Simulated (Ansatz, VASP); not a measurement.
Two plane-wave programs on Ni3Cl

```
Ni Cl
1.0
     3.77582    0.00000    0.00000
     0.00000    3.77582    0.00000
     0.00000    0.00000    3.77582
Ni Cl
3 1
Cartesian
  0.0000 1.8879 1.8879
  1.8879 0.0000 1.8879
  1.8879 1.8879 0.0000
  0.0000 0.0000 0.0000
```

Alike in both runs: task relaxation of cell and atoms; functional PBE; k mesh 4 × 4 × 4; occupations gaussian, width 0.1 eV; collinear spin.

|  | VASP | Ansatz |
| --- | --- | --- |
| version | VASP 6.6.1 | Ansatz 0.2.0 |
| potentials or method | VASP PAW PBE potentials, release 64 (Ni, Cl), cutoff 600 eV | scalar-relativistic, plane waves, PAW |
| valence electrons in the cell | 37 | 61 |

```tsv
	VASP	Ansatz	Ansatz less VASP
gap on the k mesh at the Fermi level, each at its own relaxed structure (eV)	none	none	-
net moment per atom (μB)	0.50	0.50	+0.001
size of the moment on the site where the two differ most (μB)	0.66	0.68	+0.016
relaxed volume (Å³/atom)	12.42	12.43	+0.002
relaxed length of the cell vector where the two differ most in proportion (Å)	3.677	3.677	+0.0002
```

Site moments also hang on the region over which each program counts them. A gap of «none» marks a metal or a gap that the smearing closes. VASP's potentials hold 37 valence electrons a cell and Ansatz's 61, so a difference there can come from the potentials and not from the codes.

The k mesh is coarse, so the values compare programs but aren't converged.
